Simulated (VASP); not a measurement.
Here is a VASP 6.6.1 calculation.

Contents of INCAR:

```
SYSTEM = Cd
ALGO     = Normal         ! electronic algorithm
EDIFF    = 1E-6           ! SCF threshold, eV
ENCUT    = 630            ! plane-wave cutoff, eV
GGA_COMPAT= .False.      
ISIF     = 2              ! what is computed and relaxed
ISMEAR   = -1             ! smearing method
LASPH    = .True.         ! aspherical terms in the spheres
LCHARG   = .True.         ! write CHGCAR
LELF     = .True.         ! ELF
LREAL    = .False.        ! projectors in reciprocal space
LVHAR    = .True.       
LWAVE    = .False.        ! write WAVECAR
NBANDS   = 27             ! bands
NELM     = 120            ! most SCF steps
PREC     = Accurate       ! precision mode
SIGMA    = 0.05           ! smearing width, eV
```

KPOINTS

```
k-points
0
Gamma
  10 10 5
  0 0 0
```

POSCAR

```
Cd
1.0
    2.9180596717      0.0000000000      0.0000000000
   -1.4590298358      2.5271138055      0.0000000000
    0.0000000000      0.0000000000      5.5029719036
Cd
2
Direct
    0.6666666667      0.3333333333      0.7500000000
    0.3333333333      0.6666666667      0.2500000000
```

Potentials or basis: VASP PAW LDA potentials, release 64 (Cd_sv_GW).

Command:

```sh
$ cat potpaw_LDA.64/Cd_sv_GW/POTCAR > POTCAR
$ mpirun -np 1 vasp_std > vasp.out
```

Question: What does it give for the band gap on the k mesh?

Answer: Zero (bands 20 and 21 overlap by 4.08 eV).

Question: What does it give for the pressure?

Answer: -0.9 GPa.

Stress tensor (GPa, compression positive):
```
-0.58  0.00  0.00
 0.00 -0.58  0.00
 0.00  0.00 -1.69
```
